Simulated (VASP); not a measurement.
A run of VASP 6.6.1 is set up as follows.

Contents of INCAR:

```
PREC = Accurate
ENCUT = 500
EDIFF = 1E-7
ISMEAR = 0
SIGMA = 0.05
LREAL = False
LASPH = True
NELM = 120
ALGO = Normal
ISIF = 3
LWAVE = False
LCHARG = False
GGA = LIBXC
LIBXC1 = GGA_X_PBE
LIBXC2 = GGA_C_LYP
IBRION = 2
NSW = 100
EDIFFG = -0.001
PSTRESS = 300.0
GGA_COMPAT = False
NELMIN = 4
```

KPOINTS

```
regular mesh
0
Gamma
  4 4 4
```

Contents of POSCAR:

```
Rb3Ag
1.0
    6.1361480000      0.0000000000      0.0000000000
    0.0000000000      6.1361480000      0.0000000000
    0.0000000000      0.0000000000      6.1361480000
Rb Ag
3 1
Direct
    0.0000000000      0.5000000000      0.5000000000
    0.5000000000      0.0000000000      0.5000000000
    0.5000000000      0.5000000000      0.0000000000
    0.0000000000      0.0000000000      0.0000000000
```

Potentials or basis: VASP PAW PBE potentials, release 64 (Rb_sv, Ag).

Launch:

```bash
$ cat potpaw_PBE.64/Rb_sv/POTCAR potpaw_PBE.64/Ag/POTCAR > POTCAR
$ mpirun -np 1 vasp_std > vasp.out
```

Task: What does it give for the band gap on the k mesh?

Result: Zero (bands 19 and 20 overlap by 0.87 eV).

Task: Estimate the relaxed volume.

Result: 22.69 Å³/atom.

Step by step:
| step | energy change (eV) | largest force (eV/Å) | pressure (GPa) | volume (Å³) |
| --- | --- | --- | --- | --- |
| 1 | 0.0000 | 0.0000 | 0.17 | 231.04 |
| 2 | 117.5950 | 0.0000 | 1568.46 | 25.76 |
| 3 | 0.3014 | 0.0000 | 2.15 | 181.77 |
| 4 | 0.8881 | 0.0000 | 4.88 | 153.78 |
| 5 | 6.6605 | 0.0000 | 32.38 | 88.49 |
| 6 | 6.1188 | 0.0000 | 29.48 | 91.30 |
| 7 | 6.1199 | 0.0000 | 29.49 | 91.30 |
| 8 | 6.1232 | 0.0000 | 29.51 | 91.28 |
| 9 | 6.1233 | 0.0000 | 29.51 | 91.28 |
| 10 | 6.1233 | 0.0000 | 29.51 | 91.28 |
| 11 | 6.1234 | 0.0000 | 29.51 | 91.28 |
| 12 | 6.1235 | 0.0000 | 29.51 | 91.28 |
| 13 | 6.1238 | 0.0000 | 29.51 | 91.28 |
| 14 | 6.1244 | 0.0000 | 29.51 | 91.27 |
| 15 | 6.1256 | 0.0000 | 29.52 | 91.27 |
| 16 | 6.1281 | 0.0000 | 29.53 | 91.25 |
| 17 | 6.1329 | 0.0000 | 29.55 | 91.23 |
| 18 | 6.1426 | 0.0000 | 29.60 | 91.17 |
| 19 | 6.1621 | 0.0000 | 29.70 | 91.07 |
| 20 | 6.2012 | 0.0000 | 29.90 | 90.86 |
| 21 | 6.2196 | 0.0000 | 30.00 | 90.76 |

Caveat: the cell is relaxed towards a set pressure, so the run minimises the enthalpy, not the energy; the volume moved by over 15 % at a fixed basis, so the end points are rough; the PAW data sets were made with another functional, which shifts forces and pressure a little.
